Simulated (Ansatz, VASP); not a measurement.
# HfC5 in VASP and in Ansatz

File INCAR:

```
PREC = Accurate ; ENCUT = 600
EDIFF = 1E-6 ; ISMEAR = 0
SIGMA = 0.1 ; LREAL = F
LASPH = T ; NELM = 100
ALGO = Normal ; ISIF = 3
LWAVE = F ; LCHARG = F
GGA = PE ; IBRION = 2
NSW = 90 ; EDIFFG = -0.04
```

The input KPOINTS:

```
regular mesh
0
Gamma
  6 6 4
```

Contents of POSCAR:

```
HfC5
1.0
    3.3534479353      0.0000000000      0.0000000000
    0.0000000000      3.3534479353      0.0000000000
    0.0000000000      0.0000000000      6.8213418011
Hf C
1 5
Direct
    0.5000000000      0.5000000000      0.0000000000
    0.3009857694      0.0000000000      0.5000000000
    0.6990142306      0.0000000000      0.5000000000
    0.0000000000      0.6990142306      0.5000000000
    0.0000000000      0.3009857694      0.5000000000
    0.0000000000      0.0000000000      0.0000000000
```

Input for Ansatz:

```yaml
crystal:
  lattice:
    - [3.3534479353, 0.0, 0.0]
    - [0.0, 3.3534479353, 0.0]
    - [0.0, 0.0, 6.8213418011]
  atoms:
    - { symbol: Hf, position: [0.5, 0.5, 0.0] }
    - { symbol: C, position: [0.3009857694, 0.0, 0.5] }
    - { symbol: C, position: [0.6990142306, 0.0, 0.5] }
    - { symbol: C, position: [0.0, 0.6990142306, 0.5] }
    - { symbol: C, position: [0.0, 0.3009857694, 0.5] }
    - { symbol: C, position: [0.0, 0.0, 0.0] }
basis:
  ecutwfc: 420
kpoints:
  mp_grid: { grid: [6, 6, 4] }
hamiltonian:
  xc: pbe
scf:
  occupations: { method: gaussian, width: 0.1 }
  lower_state_search: "off"
output:
  forces: true
  stress: true
  eigenvalues: true
relax:
  adjacent_minimum: "off"
  f_tol: 0.04
  max_steps: 70
  cell: { stress_tol: 0.4 }
```

Alike in both runs: task relaxation of cell and atoms; functional PBE; k mesh 6 × 6 × 4; occupations gaussian, width 0.1 eV; no spin polarisation.

|  | VASP | Ansatz |
| --- | --- | --- |
| version | VASP 6.6.1 | Ansatz 0.2.0 |
| potentials or method | VASP PAW PBE potentials, release 64 (Hf_pv, C), cutoff 600 eV | scalar-relativistic, plane waves, PAW |
| valence electrons in the cell | 30 | 46 |

VASP gave:

- gap on the k mesh at the Fermi level, each at its own relaxed structure (eV): none
- relaxed volume (Å³/atom): 13.39
- relaxed cell length with the largest relative difference (Å): 7.145

Problem. Which values does Ansatz return?

Solution. gap on the k mesh at the Fermi level, each at its own relaxed structure (eV): none; relaxed volume (Å³/atom): 13.28; relaxed cell length with the largest relative difference (Å): 7.090.

A gap of «none» marks a metal or a gap that the smearing closes. VASP's potentials hold 30 valence electrons a cell and Ansatz's 46, so a difference there can come from the potentials and not from the codes.

Spin-orbit coupling is off throughout.
